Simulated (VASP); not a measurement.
A run of VASP 6.6.1:

The input INCAR:

```
PREC = Accurate
ENCUT = 520
EDIFF = 1E-6
ISMEAR = 0
SIGMA = 0.15
LREAL = F
LASPH = T
NELM = 80
ALGO = Fast
ISIF = 2
LWAVE = F
LCHARG = T
GGA = PS
IVDW = 12
LELF = T
LVHAR = T
NBANDS = 13
```

File KPOINTS:

```
Automatic mesh
0
Gamma
  22 22 22
```

The input POSCAR:

```
Sn
1.0
   -1.6247354043      1.6708536980      2.6405568838
    1.6247354043     -1.6708536980      2.6405568838
    1.6247354043      1.6708536980     -2.6405568838
Sn
1
Direct
    0.0000000000      0.0000000000      0.0000000000
```

Potentials or basis: VASP PAW PBE potentials, release 64 (Sn_d).

Run with:

```bash
$ cat potpaw_PBE.64/Sn_d/POTCAR > POTCAR
$ mpirun -np 1 vasp_std > vasp.out
```

Hardware: 1 thread of Intel(R) Xeon(R) Platinum 8488C (Sapphire Rapids), with other jobs on the host.

Question: How long does it take, and how much memory?

Answer: It took 8.6 min on 1 thread of Intel(R) Xeon(R) Platinum 8488C (Sapphire Rapids), with other jobs on the host, peak memory 0.61 GiB. Counts: scf iterations 12, k points 1530.
